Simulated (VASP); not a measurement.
NaCu31O16 (a cell with a defect): single point with PBE

The system is NaCu31O16 (a cell with a defect).

```
Na Cu O
1.0
     8.52000    0.00000    0.00000
     0.00000    8.52000    0.00000
     0.00000    0.00000    8.52000
Na Cu O
1 31 16
Direct
  0.12500 0.12500 0.12500
  0.12500 0.12500 0.62500
  0.12500 0.62500 0.12500
  0.12500 0.62500 0.62500
  0.62500 0.12500 0.12500
  0.62500 0.12500 0.62500
  0.62500 0.62500 0.12500
  0.62500 0.62500 0.62500
  0.13760 0.38607 0.38607
  0.12500 0.38272 0.86728
  0.12500 0.86728 0.38272
  0.11240 0.86393 0.86393
  0.62822 0.37641 0.37641
  0.62500 0.37548 0.87452
  0.62500 0.87452 0.37548
  0.62178 0.87359 0.87359
  0.38607 0.38607 0.13760
  0.37641 0.37641 0.62822
  0.38272 0.86728 0.12500
  0.37548 0.87452 0.62500
  0.86728 0.38272 0.12500
  0.87452 0.37548 0.62500
  0.86393 0.86393 0.11240
  0.87359 0.87359 0.62178
  0.38607 0.13760 0.38607
  0.38272 0.12500 0.86728
  0.37641 0.62822 0.37641
  0.37548 0.62500 0.87452
  0.86728 0.12500 0.38272
  0.86393 0.11240 0.86393
  0.87452 0.62500 0.37548
  0.87359 0.62178 0.87359
  0.98352 0.98352 0.98352
  0.00022 0.00022 0.49823
  0.00022 0.49823 0.00022
  0.99787 0.50176 0.50176
  0.49823 0.00022 0.00022
  0.50176 0.99787 0.50176
  0.50176 0.50176 0.99787
  0.50076 0.50076 0.50076
  0.26648 0.26648 0.26648
  0.24978 0.24978 0.75177
  0.24978 0.75177 0.24978
  0.25213 0.74824 0.74824
  0.75177 0.24978 0.24978
  0.74824 0.25213 0.74824
  0.74824 0.74824 0.25213
  0.74924 0.74924 0.74924
```

* Program: VASP 6.6.1
* Task: single point
* Functional: PBE
* Potentials or basis: VASP PAW PBE potentials, release 64 (Na_pv, Cu, O)
* Cutoff: 520 eV
* k mesh: 2 × 2 × 2
* Occupations: fermi-dirac, width 0.01 eV
* Spin: no spin polarisation
* Dipole correction: no
* Further INCAR settings: LREAL = Auto; ALGO = Normal; EDIFF = 1e-06; NBANDS = 252

The pressure is 5.7 GPa and the largest force is 0.059 eV/Å. The band gap on the k mesh is 0.61 eV.

Forces in eV/Å, atoms in the order of the input:
```
Na   0.000  0.000  0.000
Cu   0.000  0.000  0.000
Cu   0.000  0.000  0.000
Cu   0.000  0.000  0.000
Cu   0.000  0.000  0.000
Cu   0.000  0.000  0.000
Cu   0.000  0.000  0.000
Cu   0.000  0.000  0.000
Cu  -0.003  0.004  0.004
Cu   0.000  0.006 -0.006
Cu   0.000 -0.006  0.006
Cu   0.003 -0.004 -0.004
Cu  -0.001  0.001  0.001
Cu   0.000  0.000  0.000
Cu   0.000  0.000  0.000
Cu   0.001 -0.001 -0.001
Cu   0.004  0.004 -0.003
Cu   0.001  0.001 -0.001
Cu   0.006 -0.006  0.000
Cu   0.000  0.000  0.000
Cu  -0.006  0.006  0.000
Cu   0.000  0.000  0.000
Cu  -0.004 -0.004  0.003
Cu  -0.001 -0.001  0.001
Cu   0.004 -0.003  0.004
Cu   0.006  0.000 -0.006
Cu   0.001 -0.001  0.001
Cu   0.000  0.000  0.000
Cu  -0.006  0.000  0.006
Cu  -0.004  0.003 -0.004
Cu   0.000  0.000  0.000
Cu  -0.001  0.001 -0.001
O    0.034  0.034  0.034
O    0.002  0.002  0.007
O    0.002  0.007  0.002
O   -0.008  0.000  0.000
O    0.007  0.002  0.002
O    0.000 -0.008  0.000
O    0.000  0.000 -0.008
O   -0.009 -0.009 -0.009
O   -0.034 -0.034 -0.034
O   -0.002 -0.002 -0.007
O   -0.002 -0.007 -0.002
O    0.008  0.000  0.000
O   -0.007 -0.002 -0.002
O    0.000  0.008  0.000
O    0.000  0.000  0.008
O    0.009  0.009  0.009
```

Stress tensor (GPa, compression positive):
```
5.69 0.08 0.08
0.08 5.69 0.08
0.08 0.08 5.69
```

Levels at points of the mesh, in eV from the valence-band top:
```csv
k point,band 220,band 221,band 222,band 223,band 224,band 225
"(0.00, 0.00, 0.00)",-0.02,0.00,0.00,0.61,1.32,1.32
"(0.50, 0.00, 0.00)",-0.15,-0.12,-0.11,1.10,1.15,1.81
"(0.50, 0.50, 0.00)",-0.26,-0.23,-0.23,1.43,1.53,1.55
"(0.50, 0.50, 0.50)",-0.42,-0.40,-0.28,1.70,1.90,1.90
```

It took 26 min on 1 thread of Intel(R) Xeon(R) Platinum 8488C (Sapphire Rapids), on a shared host, peak memory 0.81 GiB.

Caveat: semilocal functionals underestimate gaps, and a narrow one can read as zero.
